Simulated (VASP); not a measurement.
Write the native input for VASP 6.6.1 that does the following.

```
Task                   : single point
Functional             : PBE
Potentials or basis    : VASP PAW PBE potentials, release 64 (Li_sv)
Cutoff                 : 520 eV
k mesh                 : 6 × 6 × 4
Occupations            : gaussian, width 0.1 eV
Spin                   : no spin polarisation
Dipole correction      : no
Further INCAR settings : ALGO = Fast; EDIFF = 1e-07; NBANDS = 14
```

The structure of Li lies in POSCAR:

```
Li
1.0
    4.1120614100      0.0000000000      0.0000000000
   -2.0560307100      3.5611496500      0.0000000000
    0.0000000000      0.0000000000      4.1115724900
Li
4
Direct
    0.3333333300      0.6666666700      0.4683305100
    0.0000000000      0.0000000000      0.4043261300
    0.6666666700      0.3333333300      0.6693064800
    0.3333333300      0.6666666700      0.1278462000
```

The cell was generated, and may not be a known phase.

The input as run:

INCAR

```
SYSTEM = Li
  PREC = Accurate
  ENCUT = 520
  EDIFF = 1E-7
  ISMEAR = 0
  SIGMA = 0.1
  LREAL = .FALSE.
  LASPH = .TRUE.
  NELM = 60
  ALGO = Fast
  ISIF = 2
  LWAVE = .FALSE.
  LCHARG = .FALSE.
  GGA = PE
  NBANDS = 14
```

KPOINTS

```
Automatic mesh
0
G
  6 6 4
  0 0 0
```

Potentials or basis: VASP PAW PBE potentials, release 64 (Li_sv).

Run with:

```console
$ cat potpaw_PBE.64/Li_sv/POTCAR > POTCAR
$ mpirun -np 1 vasp_std > vasp.out
```

It gave:

| Property | Result |
| --- | --- |
| Largest force | 4.995 eV/Å |
| Band gap on the k mesh | zero (bands 6 and 7 overlap by 2.79 eV) |

Caveat: the k points lie up to 0.38 Å⁻¹ apart, too coarse for converged energies and pressures of a metal; atoms lie so close that the PAW spheres overlap strongly, which falsifies energies and pressures; forces of over 1 eV/Å act on the atoms, so gaps and moduli don't describe the material at rest.

Wall time 78 s on 1 thread of Intel Xeon 8259CL, on a shared host, peak memory 0.17 GiB.
